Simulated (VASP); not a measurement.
# SiC (Pm-3m) in VASP: a series of runs

The runs below take SiC through vibrations by perturbation theory, with PBEsol.

Everything below comes from runs of VASP 6.6.1. Logs are shortened: lines on timing, memory, paths and dates and some standing lists are left out, and cuts for length are marked.

**1. The cell of the first run**

Symmetry: Pm-3m, No. 221, cubic system. The conventional cell has a = 2.595 Å, b = 2.595 Å, c = 2.595 Å, α = 90.00°, β = 90.00°, γ = 90.00°. Within 3.0 Å of Si (site symmetry m-3m) lie 8 C at 2.25 Å and 6 Si at 2.60 Å. Within 3.0 Å of C (site symmetry m-3m) lie 8 Si at 2.25 Å and 6 C at 2.60 Å.

**2. Vibrations by perturbation theory, PBEsol**

Input file INCAR:

```
SYSTEM = SiC
ALGO     = Normal         ! electronic algorithm
EDIFF    = 1E-8           ! SCF threshold, eV
ENCUT    = 520            ! plane-wave cutoff, eV
GGA      = PS             ! functional
IBRION   = 8              ! ionic algorithm
ISIF     = 2              ! what is computed and relaxed
ISMEAR   = -1             ! smearing method
LASPH    = .True.         ! aspherical terms in the spheres
LCHARG   = .True.         ! write CHGCAR
LREAL    = .False.        ! projectors in reciprocal space
LWAVE    = .False.        ! write WAVECAR
NELM     = 60             ! most SCF steps
NSW      = 1              ! ionic steps
PREC     = Accurate       ! precision mode
SIGMA    = 0.15           ! smearing width, eV
```

Input file KPOINTS:

```
k-points
0
Gamma
  16 16 16
  0 0 0
```

Input file POSCAR:

```
SiC
1.0
    2.5954000000      0.0000000000      0.0000000000
    0.0000000000      2.5954000000      0.0000000000
    0.0000000000      0.0000000000      2.5954000000
Si C
1 1
Direct
    0.0000000000      0.0000000000      0.0000000000
    0.5000000000      0.5000000000      0.5000000000
```

Potentials or basis: VASP PAW PBE potentials, release 64 (Si, C).

The run is started by

```bash
$ cat potpaw_PBE.64/Si/POTCAR potpaw_PBE.64/C/POTCAR > POTCAR
$ mpirun -np 1 vasp_std > vasp.out
```

OUTCAR:

```text
SYSTEM = SiC
   EDIFF = 1E-8
   ENCUT = 520
   GGA = PS
   IBRION = 8
   ISIF = 2
   ISMEAR = -1
   LASPH = .True.
   LREAL = .False.
   NELM = 60
   NSW = 1
   PREC = Accurate

 ion  position               nearest neighbor table
   1  0.000  0.000  0.000-   2 2.25   2 2.25   2 2.25   2 2.25   2 2.25   2 2.25   2 2.25   2 2.25

   2  0.500  0.500  0.500-   1 2.25   1 2.25   1 2.25   1 2.25   1 2.25   1 2.25   1 2.25   1 2.25

  LATTYP: Found a simple cubic cell.
 ALAT       =     2.5954000000

  Lattice vectors:

 A1 = (   2.5954000000,   0.0000000000,   0.0000000000)
 A2 = (   0.0000000000,   2.5954000000,   0.0000000000)
 A3 = (   0.0000000000,   0.0000000000,   2.5954000000)

Analysis of symmetry for initial positions (statically):
=====================================================================
 Subroutine PRICEL returns:
 Original cell was already a primitive cell.

 Routine SETGRP: Setting up the symmetry group for a
 simple cubic supercell.

 Subroutine GETGRP returns: Found 48 space group operations
 (whereof 48 operations were pure point group operations)
 out of a pool of 48 trial point group operations.

The static configuration has the point symmetry O_h .

Analysis of symmetry for dynamics (positions and initial velocities):
=====================================================================
 Subroutine PRICEL returns:
 Original cell was already a primitive cell.

 Routine SETGRP: Setting up the symmetry group for a
 simple cubic supercell.

 Subroutine GETGRP returns: Found 48 space group operations
 (whereof 48 operations were pure point group operations)
 out of a pool of 48 trial point group operations.

The dynamic configuration has the point symmetry O_h .

 Subroutine INISYM returns: Found 48 space group operations
[... 426 lines left out ...]
  Total        0.6648983      0.6648983      0.6648983     -0.0000000     -0.0000000      0.0000000
  in kB       60.9330483     60.9330483     60.9330483     -0.0000000     -0.0000000      0.0000000
  external PRESSURE =      60.9330483 kB  Pullay stress =       0.0000000 kB

 VOLUME and BASIS-vectors are now :
 -----------------------------------------------------------------------------
  energy-cutoff  :      520.00
  volume of cell :       17.48
      direct lattice vectors                 reciprocal lattice vectors
     2.595400000  0.000000000  0.000000000     0.385297064  0.000000000  0.000000000
     0.000000000  2.595400000  0.000000000     0.000000000  0.385297064  0.000000000
     0.000000000  0.000000000  2.595400000     0.000000000  0.000000000  0.385297064

 POSITION                                       TOTAL-FORCE (eV/Angst)
 -----------------------------------------------------------------------------------
      0.00000      0.00000      0.00000         0.000000      0.000000      0.000000
      1.29770      1.29770      1.29770         0.000000      0.000000      0.000000
 -----------------------------------------------------------------------------------
    total drift:                                0.000000      0.000000      0.000000

  FREE ENERGIE OF THE ION-ELECTRON SYSTEM (eV)
  ---------------------------------------------------
  free  energy   TOTEN  =       -11.9498644334 eV

  energy  without entropy=      -11.8891005998  energy(sigma->0) =      -11.91948252

[... ionic steps 2 to 3 ...]

--------------------------------------- Ionic step        4  -------------------------------------------

------------------------ aborting loop because EDIFF is reached ----------------------------------------

[... ionic steps 5 to 6 ...]

--------------------------------------- Ionic step        7  -------------------------------------------

 Free energy of the ion-electron system (eV)
  ---------------------------------------------------
  ---------------------------------------------------
  free energy    TOTEN  =        -0.10827947 eV

  energy without entropy =       -0.10827947

------------------------ aborting loop because EDIFF is reached ----------------------------------------

 INTERNAL STRAIN TENSOR  FOR ION    2  DIRECTION 1   (eV/Angst):
 -----------------------------------------------------------------------------
    -0.15993  0.00000 -0.00000
     0.00000  0.08742 -0.00000
     0.00000 -0.00000  0.08742

 INTERNAL STRAIN TENSOR FOR ION    2 for displacements in x,y,z  (eV/Angst):
          X           Y           Z          XY          YZ          ZX
  --------------------------------------------------------------------------------
  x     0.00000     0.00000     0.00000     0.00000     0.00000     0.00000
  y     0.00000     0.00000     0.00000     0.00000     0.00000     0.00000
  z     0.00000     0.00000     0.00000     0.00000     0.00000     0.00000

 SECOND DERIVATIVES (NOT SYMMETRIZED)
 ------------------------------------
               1X          1Y          1Z          2X          2Y          2Z
  1X     3.147942    0.000000    0.000000   -3.147942   -0.000000    0.000000
  1Y     0.000000    3.147942    0.000000   -0.000000   -3.147942   -0.000000
  1Z    -0.000000    0.000000    3.147942    0.000000    0.000000   -3.147942
  2X    -3.146807    0.000000    0.000000    3.146807   -0.000000   -0.000000
  2Y    -0.000000   -3.146807    0.000000    0.000000    3.146807   -0.000000
  2Z    -0.000000   -0.000000   -3.146807    0.000000    0.000000    3.146807

 Eigenvectors and eigenvalues of the dynamical matrix
 ----------------------------------------------------

   1 f  =    0.000789 THz     0.004960 2PiTHz    0.026330 cm-1     0.003264 meV
             X         Y         Z           dx          dy          dz
      0.000000  0.000000  0.000000    -0.000000   -0.836880    0.000000
      1.297700  1.297700  1.297700    -0.000000   -0.547386    0.000000
[... 21 lines left out ...]
   6 f/i=    9.561653 THz    60.077636 2PiTHz  318.942405 cm-1    39.543801 meV
             X         Y         Z           dx          dy          dz
      0.000000  0.000000  0.000000     0.000000   -0.547386    0.000000
      1.297700  1.297700  1.297700     0.000000    0.836880    0.000000

--------------------------------------------------------------------------------------------------------

 ELASTIC MODULI CONTR FROM IONIC RELAXATION (kBar)
 Direction    XX          YY          ZZ          XY          YZ          ZX
 --------------------------------------------------------------------------------
 XX           0.0000      0.0000      0.0000      0.0000      0.0000      0.0000
 YY           0.0000      0.0000      0.0000      0.0000      0.0000      0.0000
 ZZ           0.0000      0.0000      0.0000      0.0000      0.0000      0.0000
 XY           0.0000      0.0000      0.0000      0.0000      0.0000      0.0000
 YZ           0.0000      0.0000      0.0000      0.0000      0.0000      0.0000
 ZX           0.0000      0.0000      0.0000      0.0000      0.0000      0.0000
 --------------------------------------------------------------------------------
```

OSZICAR:

```text
N       E                     dE             d eps       ncg     rms          rms(c)
DAV:   1     0.232406066894E+01    0.23241E+01   -0.42286E+03  2848   0.862E+02
DAV:   2    -0.121702115021E+02   -0.14494E+02   -0.13735E+02  3744   0.919E+01
DAV:   3    -0.124207713759E+02   -0.25056E+00   -0.23302E+00  3152   0.134E+01
[... 35 lines left out ...]
RMM:   5    -0.108266710904E+00   -0.13840E-04   -0.14968E-06 10145   0.121E-02    0.118E-03
RMM:   6    -0.108280389673E+00   -0.13679E-04   -0.75811E-08  9973   0.197E-03    0.492E-04
RMM:   7    -0.108279583907E+00    0.80577E-06   -0.44691E-09 10416   0.435E-04    0.694E-05
RMM:   8    -0.108279427272E+00    0.15664E-06   -0.31180E-09 10846   0.397E-05    0.192E-05
RMM:   9    -0.108279479101E+00   -0.51829E-07   -0.63402E-09 10871   0.230E-05    0.711E-07
RMM:  10    -0.108279472647E+00    0.64541E-08   -0.67097E-09  9681   0.518E-06    0.458E-07
 Linear response finished
```

Wall time 2.7 min (1 thread of Intel Xeon 8259CL, shared host); peak memory 0.25 GiB.

What came out:

| Property | Result |
| --- | --- |
| Highest phonon frequency at Γ, LO-TO splitting left out | 0 cm⁻¹ |
| Most unstable mode | 319i cm⁻¹ |

Phonon frequencies in cm⁻¹ (negative: imaginary):
```csv
q point,frequencies
"(0.000, 0.000, 0.000)",-319 -319 -319 0 0 0
```

Caveat: the cell wasn't relaxed at this level first, which shifts response properties; some modes are imaginary; the PAW data sets were made with another functional, which shifts forces and pressure a little.

**3. Vibrations by perturbation theory, PBEsol**

This run uses another cell than the first one, of 9.19 Å³/atom, 1.051 times its volume.

Input file INCAR:

```
SYSTEM = SiC
PREC     = Accurate       ! precision mode
ENCUT    = 520            ! plane-wave cutoff, eV
EDIFF    = 1E-8           ! SCF threshold, eV
ISMEAR   = -1             ! smearing method
SIGMA    = 0.15           ! smearing width, eV
LREAL    = .False.        ! projectors in reciprocal space
LASPH    = .True.         ! aspherical terms in the spheres
NELM     = 60             ! most SCF steps
ALGO     = Normal         ! electronic algorithm
ISIF     = 2              ! what is computed and relaxed
LWAVE    = .False.        ! write WAVECAR
LCHARG   = .True.         ! write CHGCAR
GGA      = PS             ! functional
NBANDS   = 11             ! bands
IBRION   = 8              ! ionic algorithm
NSW      = 1              ! ionic steps
```

Input file KPOINTS:

```
Automatic mesh
0
Gamma
  16 16 16
  0 0 0
```

Input file POSCAR:

```
SiC
1.0
    2.6391000000      0.0000000000      0.0000000000
    0.0000000000      2.6391000000      0.0000000000
    0.0000000000      0.0000000000      2.6391000000
Si C
1 1
Direct
    0.0000000000      0.0000000000      0.0000000000
    0.5000000000      0.5000000000      0.5000000000
```

Potentials or basis: VASP PAW PBE potentials, release 64 (Si, C).

The run is started by

```bash
$ cat potpaw_PBE.64/Si/POTCAR potpaw_PBE.64/C/POTCAR > POTCAR
$ mpirun -np 1 vasp_std > vasp.out
```

OUTCAR:

```text
SYSTEM = SiC
   PREC = Accurate
   ENCUT = 520
   EDIFF = 1E-8
   ISMEAR = -1
   LREAL = .False.
   LASPH = .True.
   NELM = 60
   ISIF = 2
   GGA = PS
   IBRION = 8
   NSW = 1

 ion  position               nearest neighbor table
   1  0.000  0.000  0.000-   2 2.29   2 2.29   2 2.29   2 2.29   2 2.29   2 2.29   2 2.29   2 2.29

   2  0.500  0.500  0.500-   1 2.29   1 2.29   1 2.29   1 2.29   1 2.29   1 2.29   1 2.29   1 2.29

  LATTYP: Found a simple cubic cell.
 ALAT       =     2.6391000000

  Lattice vectors:

 A1 = (   2.6391000000,   0.0000000000,   0.0000000000)
 A2 = (   0.0000000000,   2.6391000000,   0.0000000000)
 A3 = (   0.0000000000,   0.0000000000,   2.6391000000)

Analysis of symmetry for initial positions (statically):
=====================================================================
 Subroutine PRICEL returns:
 Original cell was already a primitive cell.

 Routine SETGRP: Setting up the symmetry group for a
 simple cubic supercell.

 Subroutine GETGRP returns: Found 48 space group operations
 (whereof 48 operations were pure point group operations)
 out of a pool of 48 trial point group operations.

The static configuration has the point symmetry O_h .

Analysis of symmetry for dynamics (positions and initial velocities):
=====================================================================
 Subroutine PRICEL returns:
 Original cell was already a primitive cell.

 Routine SETGRP: Setting up the symmetry group for a
 simple cubic supercell.

 Subroutine GETGRP returns: Found 48 space group operations
 (whereof 48 operations were pure point group operations)
 out of a pool of 48 trial point group operations.
[... 520 lines left out ...]
    total drift:                                0.000000      0.000000      0.000000

  FREE ENERGIE OF THE ION-ELECTRON SYSTEM (eV)
  ---------------------------------------------------
  free  energy   TOTEN  =       -11.9567852451 eV

  energy  without entropy=      -11.8944536538  energy(sigma->0) =      -11.92561945

[... ionic steps 2 to 3 ...]

--------------------------------------- Ionic step        4  -------------------------------------------

------------------------ aborting loop because EDIFF is reached ----------------------------------------

[... ionic steps 5 to 6 ...]

--------------------------------------- Ionic step        7  -------------------------------------------

 Free energy of the ion-electron system (eV)
  ---------------------------------------------------
  ---------------------------------------------------
  free energy    TOTEN  =        -0.10708242 eV

  energy without entropy =       -0.10708242

------------------------ aborting loop because EDIFF is reached ----------------------------------------

 INTERNAL STRAIN TENSOR  FOR ION    2  DIRECTION 1   (eV/Angst):
 -----------------------------------------------------------------------------
    -0.06048  0.00000 -0.00000
     0.00000  0.03833 -0.00000
     0.00000 -0.00000  0.03833

 INTERNAL STRAIN TENSOR FOR ION    2 for displacements in x,y,z  (eV/Angst):
          X           Y           Z          XY          YZ          ZX
  --------------------------------------------------------------------------------
  x     0.00000     0.00000     0.00000     0.00000     0.00000     0.00000
  y     0.00000     0.00000     0.00000     0.00000     0.00000     0.00000
  z     0.00000     0.00000     0.00000     0.00000     0.00000     0.00000

 SECOND DERIVATIVES (NOT SYMMETRIZED)
 ------------------------------------
               1X          1Y          1Z          2X          2Y          2Z
  1X     3.572174    0.000000    0.000000   -3.572174    0.000000   -0.000000
  1Y     0.000000    3.572174    0.000000   -0.000000   -3.572174    0.000000
  1Z     0.000000    0.000000    3.572174   -0.000000   -0.000000   -3.572174
  2X    -3.572484    0.000000   -0.000000    3.572484   -0.000000    0.000000
  2Y     0.000000   -3.572484   -0.000000   -0.000000    3.572484    0.000000
  2Z    -0.000000    0.000000   -3.572484    0.000000   -0.000000    3.572484

 Eigenvectors and eigenvalues of the dynamical matrix
 ----------------------------------------------------

   1 f  =    0.000203 THz     0.001273 2PiTHz    0.006759 cm-1     0.000838 meV
             X         Y         Z           dx          dy          dz
      0.000000  0.000000  0.000000    -0.457470    0.696032    0.081989
      1.319550  1.319550  1.319550    -0.299155    0.455159    0.053615
[... 21 lines left out ...]
   6 f/i=   10.187179 THz    64.007934 2PiTHz  339.807719 cm-1    42.130769 meV
             X         Y         Z           dx          dy          dz
      0.000000  0.000000  0.000000     0.547301   -0.000000    0.000000
      1.319550  1.319550  1.319550    -0.836936    0.000000    0.000000

--------------------------------------------------------------------------------------------------------

 ELASTIC MODULI CONTR FROM IONIC RELAXATION (kBar)
 Direction    XX          YY          ZZ          XY          YZ          ZX
 --------------------------------------------------------------------------------
 XX           0.0000      0.0000      0.0000      0.0000      0.0000      0.0000
 YY           0.0000      0.0000      0.0000      0.0000      0.0000      0.0000
 ZZ           0.0000      0.0000      0.0000      0.0000      0.0000      0.0000
 XY           0.0000      0.0000      0.0000      0.0000      0.0000      0.0000
 YZ           0.0000      0.0000      0.0000      0.0000      0.0000      0.0000
 ZX           0.0000      0.0000      0.0000      0.0000      0.0000      0.0000
 --------------------------------------------------------------------------------
```

OSZICAR:

```text
N       E                     dE             d eps       ncg     rms          rms(c)
DAV:   1     0.316237264698E+01    0.31624E+01   -0.39913E+03  3844   0.618E+02
DAV:   2    -0.119252281644E+02   -0.15088E+02   -0.14312E+02  4677   0.979E+01
DAV:   3    -0.123987279955E+02   -0.47350E+00   -0.46483E+00  4578   0.132E+01
DAV:   4    -0.123998712479E+02   -0.11433E-02   -0.11430E-02  3999   0.759E-01
[... 35 lines left out ...]
RMM:   6    -0.107082078137E+00   -0.32282E-05   -0.73127E-09 15213   0.536E-04    0.431E-04
RMM:   7    -0.107082627356E+00   -0.54922E-06   -0.16726E-09 15351   0.201E-04    0.731E-05
RMM:   8    -0.107082494352E+00    0.13300E-06   -0.63966E-10 15790   0.308E-05    0.705E-06
RMM:   9    -0.107082428264E+00    0.66088E-07   -0.34223E-09 15567   0.115E-05    0.775E-07
RMM:  10    -0.107082423663E+00    0.46012E-08   -0.13011E-10 11960   0.793E-06    0.258E-07
 Linear response finished
```

It took 2.9 min on 1 thread of Intel Xeon 8259CL, shared host; peak memory 0.27 GiB.

What came out:

```yaml
Highest_phonon_frequency_at_Γ_LO-TO_splitting_left_out: 0 cm⁻¹
Most_unstable_mode: 340i cm⁻¹
```

Phonon frequencies in cm⁻¹ (negative: imaginary):
| q point | frequencies |
| --- | --- |
| (0.000, 0.000, 0.000) | -340 -340 -340 0 0 0 |

Caveat: the cell wasn't relaxed at this level first, which shifts response properties; some modes are imaginary; the PAW data sets were made with another functional, which shifts forces and pressure a little.
